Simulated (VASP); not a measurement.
# BN (NiAs type) (P6_3/mmc) in VASP: a series of runs

The runs below take BN (NiAs type) through single point, relaxation of cell and atoms, with PBE.

Program: VASP 6.6.1. These are calculated values, not measurements. Logs are shortened: lines on timing, memory, paths and dates and some standing lists are left out, and cuts for length are marked.

## Step 1: The cell of the first run

It takes space group P6_3/mmc (No. 194, hexagonal). Conventional cell: a = 2.117 Å, b = 2.117 Å, c = 3.461 Å, α = 90.00°, β = 90.00°, γ = 120.00°. Within 2.0 Å of B (site symmetry -3m) lie 6 N at 1.50 Å and 2 B at 1.73 Å. N (site symmetry -6m2) has 6 B at 1.50 Å within 2.0 Å.

## Step 2: Single point, PBE

INCAR reads:

```
ALGO = Normal
EDIFF = 1E-6
ENCUT = 520
GGA = PE
ISIF = 2
ISMEAR = -1
LASPH = T
LCHARG = F
LREAL = F
LWAVE = F
NBANDS = 16
NELM = 60
PREC = Accurate
SIGMA = 0.08
```

KPOINTS reads:

```
k-points
0
Gamma
  14 14 8
```

POSCAR reads:

```
BN
1.0
    2.1173920728      0.0000000000      0.0000000000
   -1.0586960364      1.8337153248      0.0000000000
    0.0000000000      0.0000000000      3.4607299189
B N
2 2
Direct
    0.0000000000      0.0000000000      0.0000000000
    0.0000000000      0.0000000000      0.5000000000
    0.3333333333      0.6666666667      0.2500000000
    0.6666666667      0.3333333333      0.7500000000
```

Potentials or basis: VASP PAW PBE potentials, release 64 (B, N).

On the command line:

```sh
$ cat potpaw_PBE.64/B/POTCAR potpaw_PBE.64/N/POTCAR > POTCAR
$ mpirun -np 1 vasp_std > vasp.out
```

OUTCAR:

```text
EDIFF = 1E-6
   ENCUT = 520
   GGA = PE
   ISIF = 2
   ISMEAR = -1
   LASPH = T
   LREAL = F
   NELM = 60
   PREC = Accurate

 ion  position               nearest neighbor table
   1  0.000  0.000  0.000-   3 1.50   4 1.50   3 1.50   4 1.50   4 1.50   3 1.50   2 1.73   2 1.73

   2  0.000  0.000  0.500-   3 1.50   4 1.50   3 1.50   4 1.50   4 1.50   3 1.50   1 1.73   1 1.73

   3  0.333  0.667  0.250-   1 1.50   2 1.50   1 1.50   2 1.50   1 1.50   2 1.50
   4  0.667  0.333  0.750-   1 1.50   2 1.50   1 1.50   2 1.50   1 1.50   2 1.50

  LATTYP: Found a hexagonal cell.
 ALAT       =     2.1173920728
 C/A-ratio  =     1.6344303747

  Lattice vectors:

 A1 = (   2.1173920728,   0.0000000000,   0.0000000000)
 A2 = (  -1.0586960364,   1.8337153248,   0.0000000000)
 A3 = (   0.0000000000,   0.0000000000,   3.4607299189)

Analysis of symmetry for initial positions (statically):
=====================================================================
 Subroutine PRICEL returns:
 Original cell was already a primitive cell.

 Routine SETGRP: Setting up the symmetry group for a
 hexagonal supercell.

 Subroutine GETGRP returns: Found 24 space group operations
 (whereof 12 operations were pure point group operations)
 out of a pool of 24 trial point group operations.

The static configuration has the point symmetry D_3d.
 The point group associated with its full space group is D_6h.

Analysis of symmetry for dynamics (positions and initial velocities):
=====================================================================
 Subroutine PRICEL returns:
 Original cell was already a primitive cell.

 Routine SETGRP: Setting up the symmetry group for a
 hexagonal supercell.

 Subroutine GETGRP returns: Found 24 space group operations
 (whereof 12 operations were pure point group operations)
 out of a pool of 24 trial point group operations.

The dynamic configuration has the point symmetry D_3d.
 The point group associated with its full space group is D_6h.

 Subroutine INISYM returns: Found 24 space group operations
 (whereof 12 operations are pure point group operations),
 and found     1 'primitive' translations

----------------------------------------------------------------------------------------

                                     Primitive cell

  volume of cell :      13.4370

  direct lattice vectors                    reciprocal lattice vectors
     2.117392073  0.000000000  0.000000000     0.472279089  0.272670459  0.000000000
    -1.058696036  1.833715325  0.000000000     0.000000000  0.545340919  0.000000000
     0.000000000  0.000000000  3.460729919     0.000000000  0.000000000  0.288956383

  length of vectors
     2.117392073  2.117392073  3.460729919     0.545340919  0.545340919  0.288956383

  position of ions in fractional coordinates (direct lattice)
     0.000000000  0.000000000  0.000000000
     0.000000000  0.000000000  0.500000000
     0.333333333  0.666666667  0.250000000
     0.666666667  0.333333333  0.750000000

  ion indices of the primitive-cell ions
   primitive index   ion index
                 1           1
                 2           2
                 3           3
                 4           4

----------------------------------------------------------------------------------------

 KPOINTS: k-points

Automatic generation of k-mesh.
 Grid dimensions read from file:
 generate k-points for:   14   14    8

 Generating k-lattice:

  Cartesian coordinates                     Fractional coordinates (reciprocal lattice)
     0.033734221  0.019476461  0.000000000     0.071428571  0.000000000  0.000000000
     0.000000000  0.038952923  0.000000000     0.000000000  0.071428571  0.000000000
     0.000000000  0.000000000  0.036119548     0.000000000  0.000000000  0.125000000

  Length of vectors
     0.038952923  0.038952923  0.036119548

  Shift w.r.t. Gamma in fractional coordinates (k-lattice)
     0.000000000  0.000000000  0.000000000

 Subroutine IBZKPT returns following result:
 ===========================================

 Found    120 irreducible k-points:

 Following reciprocal coordinates:
            Coordinates               Weight
  0.000000  0.000000  0.000000      1.000000
  0.071429 -0.000000  0.000000      6.000000
  0.142857 -0.000000  0.000000      6.000000
  0.214286 -0.000000  0.000000      6.000000
  0.285714 -0.000000  0.000000      6.000000
  0.357143 -0.000000  0.000000      6.000000
[... 16 lines left out ...]
  0.285714  0.285714  0.000000      6.000000
  0.357143  0.285714  0.000000      6.000000
 [... further k-points ...]
   k-points           NKPTS =    120   k-points in BZ     NKDIM =    120   number of bands    NBANDS=     16
   number of dos      NEDOS =    301   number of ions     NIONS =      4
   total plane-waves  NPLWV =   7168
   dimension x,y,z NGX =    16 NGY =   16 NGZ =   28
   dimension x,y,z NGXF=    32 NGYF=   32 NGZF=   56
   ions per type =               2   2
   NGX,Y,Z   is equivalent  to a cutoff of  12.56, 12.56, 13.45 a.u.
   NGXF,Y,Z  is equivalent  to a cutoff of  25.12, 25.12, 26.90 a.u.
 SYSTEM =  unknown system
   PREC   = accura    normal or accurate (medium, high low for compatibility)
   ISTART =      0    job   : 0-new  1-cont  2-samecut
   ICHARG =      2    charge: 1-file 2-atom 10-const
   ISPIN  =      1    spin polarized calculation?
   LNONCOLLINEAR =      F non collinear calculations
   LSORBIT =      F    spin-orbit coupling
   LASPH  =      T    aspherical Exc in radial PAW
   ENCUT  =  520.0 eV  38.22 Ry    6.18 a.u.   3.94  3.94  6.43*2*pi/ulx,y,z
   NELM   =     60;   NELMIN=  2; NELMDL= -5     # of ELM steps
   EDIFF  = 0.1E-05   stopping-criterion for ELM
   LREAL  =      F    real-space projection
   EDIFFG = 0.1E-04   stopping-criterion for IOM
   NSW    =      0    number of steps for IOM
   IBRION =     -1    ionic relax: 0-MD 1-quasi-New 2-CG
   NFREE  =      0    steps in history (QN), initial steepest desc. (CG)
   ISIF   =      2    stress and relaxation
   ISYM   =      2    0-nonsym 1-usesym 2-fastsym
   POTIM  = 0.5000    time-step for ionic-motion
   TEBEG  =    0.0;   TEEND  =   0.0 temperature during run
   PSTRESS=    0.0 pullay stress
   NELECT =      16.0000    total number of electrons
   NUPDOWN=      -1.0000    fix difference up-down
   EMIN   =  10.00;   EMAX   =-10.00  energy-range for DOS
   EFERMI =   0.00;   METHOD = LEGACY
   ISMEAR =    -1;   SIGMA  =   0.08  broadening in eV -4-tet -1-fermi 0-gaus
   EFERMI_NEDOS =   21; number of points for ismear=-14 and -15
   IALGO  =     38    algorithm
   IMIX   =      4    mixing-type and parameters
     AMIX     =   0.40;   BMIX     =  1.00
     AMIX_MAG =   1.60;   BMIX_MAG =  1.00
  volume/ion in A,a.u.               =       3.36        22.67
  Fermi-wavevector in a.u.,A,eV,Ry     =   1.735193  3.279040 40.965723  3.010896
  Thomas-Fermi vector in A             =   2.808845
   LORBIT       =      0    0 simple, 1 ext, 2 COOP (PROOUT), +10 PAW based schemes
   GGA     = PE    functional components
   LHFCALC =     F    Hartree Fock is set to
   AEXX    =    0.0000 exact exchange contribution
   IVDW    =     0    specifies the selected vdW correction
   LEPSILON=     F    determine dielectric tensor
   LRPA    =     F    only Hartree local field effects (RPA)
 non-spin polarized calculation
  energy-cutoff  :      520.00
  volume of cell :       13.44
 maximum number of plane-waves:       373
 NGX is ok and might be reduce to    16
   NGX =  7   NGY =  7   NGZ = 13

 number of electron      16.0000000 magnetization

 Free energy of the ion-electron system (eV)
  ---------------------------------------------------
  ext. energy  EPLUGINS =         0.00000000
  ---------------------------------------------------
  free energy    TOTEN  =       -19.95907342 eV

  energy without entropy =      -19.95907342  energy(sigma->0) =      -19.95907342

 E-fermi :  19.7938     XC(G=0): -16.1709

 val. band max:       18.2238187863   @ k =   0.1429  -0.0000   0.0000
 cond. band min:      22.8185212293   @ k =   0.3571   0.2857   0.0000
 fundamental gap:      4.5947024430
 Fermi energy:        19.7937958325

 k-point     1 :       0.0000    0.0000    0.0000
  band No.  band energies     occupation
      1     -11.7701      2.00000
      2      -4.5655      2.00000
      3       0.2731      2.00000
      4      16.1664      2.00000
      5      16.1664      2.00000
      6      17.0808      2.00000
[... 8 lines left out ...]
     15      38.7589      0.00000
     16      39.8696      0.00000

 k-point     2 :       0.0714   -0.0000    0.0000
  band No.  band energies     occupation
      1     -11.6000      2.00000
      2      -4.3892      2.00000
      3       0.4074      2.00000
      4      14.6091      2.00000
      5      15.0879      2.00000
      6      17.2080      2.00000
[... 8 lines left out ...]
     15      37.7853      0.00000
     16      37.8345      0.00000

 k-point     3 :       0.1429   -0.0000    0.0000
  band No.  band energies     occupation
      1     -11.0905      2.00000
      2      -3.8648      2.00000
      3       0.8070      2.00000
      4      11.8189      2.00000
      5      13.5802      2.00000
      6      16.2922      2.00000
[... 8 lines left out ...]
     15      36.6999      0.00000
     16      38.4287      0.00000

 k-point     4 :       0.2143   -0.0000    0.0000
  band No.  band energies     occupation
      1     -10.2450      2.00000
      2      -3.0036      2.00000
      3       1.4614      2.00000
      4       8.6753      2.00000
      5      12.1679      2.00000
      6      14.4633      2.00000
[... 8 lines left out ...]
     15      36.6874      0.00000
     16      40.0856      0.00000
[... 324 lines left out ...]
 k-point    22 :       0.3571    0.2143    0.0000
  band No.  band energies     occupation
      1      -3.9682      2.00000
      2      -0.8838      2.00000
      3       3.4390      2.00000
      4       4.0717      2.00000
      5       5.9266      2.00000
      6       8.3748      2.00000
[... 8 lines left out ...]
     15      38.7015      0.00000
     16      39.5380      0.00000

 k-point    23 :       0.2857    0.2857    0.0000
  band No.  band energies     occupation
      1      -3.9694      2.00000
      2      -0.1787      2.00000
      3       2.9029      2.00000
      4       3.7164      2.00000
      5       6.1828      2.00000
      6       9.3484      2.00000
[... 8 lines left out ...]
     15      37.1418      0.00000
     16      39.0645      0.00000

 k-point    24 :       0.3571    0.2857    0.0000
  band No.  band energies     occupation
      1      -2.6186      2.00000
      2      -1.3336      2.00000
      3       2.3902      2.00000
      4       4.4095      2.00000
      5       7.1249      2.00000
      6       8.6860      2.00000
[... 8 lines left out ...]
     15      38.8750      0.00000
     16      39.6249      0.00000

 [... further k-points ...]
[... 5 lines left out ...]
  --------------------------------------------------------------------------------------
  -------------------------------------------------------------------------------------
  Total       37.1542095     37.1542095     37.0642331      0.0000000      0.0000000      0.0000000
  in kB     4430.1425709   4430.1425708   4419.4140961      0.0000000      0.0000000      0.0000000
  external PRESSURE =    4426.5664126 kB  Pullay stress =       0.0000000 kB

 VOLUME and BASIS-vectors are now :
 -----------------------------------------------------------------------------
  energy-cutoff  :      520.00
  volume of cell :       13.44
      direct lattice vectors                 reciprocal lattice vectors
     2.117392073  0.000000000  0.000000000     0.472279089  0.272670459  0.000000000
    -1.058696036  1.833715325  0.000000000     0.000000000  0.545340919  0.000000000
     0.000000000  0.000000000  3.460729919     0.000000000  0.000000000  0.288956383

 POSITION                                       TOTAL-FORCE (eV/Angst)
 -----------------------------------------------------------------------------------
      0.00000      0.00000      0.00000         0.000000      0.000000      0.000000
      0.00000      0.00000      1.73036         0.000000      0.000000      0.000000
     -0.00000      1.22248      0.86518         0.000000     -0.000000     -0.000000
      1.05870      0.61124      2.59555        -0.000000      0.000000      0.000000
 -----------------------------------------------------------------------------------
    total drift:                               -0.000000      0.000000      0.000000

  FREE ENERGIE OF THE ION-ELECTRON SYSTEM (eV)
  ---------------------------------------------------
  free  energy   TOTEN  =       -19.9590734204 eV

  energy  without entropy=      -19.9590734204  energy(sigma->0) =      -19.95907342
```

Run time: 27 s. Hardware: 1 thread of Intel Xeon Platinum 8488C (Sapphire Rapids), shared host; peak memory 0.13 GiB.

What came out:

```yaml
Free_energy: -19.9591 eV
Pressure: 442.7 GPa
Band_gap_on_the_k_mesh: 4.59 eV, indirect (least direct gap 7.61 eV)
```

Levels at points of the mesh, in eV from the valence-band top:
| k point | band 5 | band 6 | band 7 | band 8 | band 9 | band 10 | band 11 | band 12 |
| --- | --- | --- | --- | --- | --- | --- | --- | --- |
| (0.00, 0.00, 0.00) | -2.06 | -1.14 | -1.14 | -0.72 | 11.54 | 11.54 | 11.68 | 11.68 |
| (0.50, 0.00, 0.00) | -12.25 | -8.83 | -6.43 | -1.20 | 6.41 | 7.17 | 10.01 | 10.70 |
| (0.00, 0.00, 0.50) | -1.38 | -1.38 | -1.38 | -1.38 | 10.11 | 10.11 | 10.11 | 10.11 |
| (0.50, 0.00, 0.50) | -6.24 | -6.24 | -4.82 | -4.82 | 6.87 | 6.87 | 10.65 | 10.65 |

A k mesh can miss the band edges. A hybrid or GW would open this gap; PBE tends to underestimate it.

## Step 3: Relaxation of cell and atoms, PBE, target pressure 440 GPa, at which the enthalpy is minimised

This run uses another cell than the first one, of 3.33 Å³/atom, 0.992 times its volume.

INCAR reads:

```
ALGO     = Normal         # electronic algorithm
EDIFF    = 1E-6           # SCF threshold, eV
EDIFFG   = -0.005         # ionic threshold
ENCUT    = 600            # plane-wave cutoff, eV
GGA      = PE             # functional
IBRION   = 2              # ionic algorithm
ISIF     = 3              # what is computed and relaxed
ISMEAR   = -1             # smearing method
LASPH    = True           # aspherical terms in the spheres
LCHARG   = False          # write CHGCAR
LREAL    = False          # projectors in reciprocal space
LWAVE    = False          # write WAVECAR
NELM     = 60             # most SCF steps
NSW      = 60             # ionic steps
PREC     = Accurate       # precision mode
PSTRESS  = 4400.0       
SIGMA    = 0.08           # smearing width, eV
```

KPOINTS is that of step 2.

POSCAR reads:

```
BN
1.0
    2.1494741215      0.0000000000      0.0000000000
   -1.0747370608      1.8614991940      0.0000000000
    0.0000000000      0.0000000000      3.3316848883
B N
2 2
Direct
    0.0000000000      0.0000000000      0.0000000000
    0.0000000000      0.0000000000      0.5000000000
    0.3333333333      0.6666666667      0.2500000000
    0.6666666667      0.3333333333      0.7500000000
```

Potentials or basis: VASP PAW PBE potentials, release 64 (B, N).

On the command line:

```sh
$ cat potpaw_PBE.64/B/POTCAR potpaw_PBE.64/N/POTCAR > POTCAR
$ mpirun -np 1 vasp_std > vasp.out
```

Run time: 93 s. Hardware: 1 thread of Intel Xeon Platinum 8488C (Sapphire Rapids), shared host; peak memory 0.13 GiB.

It converged, with:

```yaml
Free_energy: -20.0258 eV
Relaxed_volume: 3.36 Å³/atom
Relaxed_cell: a = 2.119 Å, b = 2.119 Å, c = 3.461 Å, α = 90.00°, β = 90.00°, γ = 120.00°
Space_group_after_relaxing_to_0.05_Å: P6_3/mmc (No. 194)
Energy_change_on_relaxing_the_enthalpy_is_what_falls: -133.7 meV/atom
Ionic_steps: 10
Pressure_after_relaxing: 439.9 GPa
Band_gap_on_the_k_mesh: 4.59 eV, indirect (least direct gap 7.61 eV)
```

The path:
```
step  energy change (eV)  largest force (eV/Å)  pressure (GPa)  volume (Å³)
   1              0.0000                0.0000          460.14        13.33
   2             -1.8180                0.0000          365.16        14.09
   3             -1.0368                0.0000          416.80        13.65
   4             -0.9904                0.0000          419.01        13.63
   5              0.9470                0.0000          506.05        12.97
   6             -0.5502                0.0000          439.19        13.46
   7             -0.5394                0.0000          439.68        13.46
   8             -0.5301                0.0000          440.11        13.46
   9             -0.5389                0.0000          439.73        13.46
  10             -0.5349                0.0000          439.90        13.46
```

Final structure:
```
B N
1.0
     2.11881    0.00000    0.00000
    -1.05941    1.83495    0.00000
     0.00000    0.00000    3.46124
B N
2 2
Direct
  0.00000 0.00000 0.00000
  0.00000 0.00000 0.50000
  0.33333 0.66667 0.25000
  0.66667 0.33333 0.75000
```

Levels at points of the mesh, in eV from the valence-band top:
```tsv
k point	band 4	band 5	band 6	band 7	band 8	band 9	band 10	band 11	band 12
(0.00, 0.00, 0.00)	-2.06	-2.06	-1.14	-1.14	-0.70	11.53	11.53	11.67	11.67
(0.50, 0.00, 0.00)	-13.41	-12.23	-8.82	-6.41	-1.19	6.41	7.17	10.00	10.69
(0.00, 0.00, 0.50)	-9.04	-1.38	-1.38	-1.38	-1.38	10.10	10.10	10.10	10.10
(0.50, 0.00, 0.50)	-17.98	-6.23	-6.23	-4.80	-4.80	6.89	6.89	10.64	10.64
```

Caveat: the cell is relaxed towards a set pressure, so the enthalpy falls and the energy may rise. As with any semilocal functional, this PBE gap is likely too small.
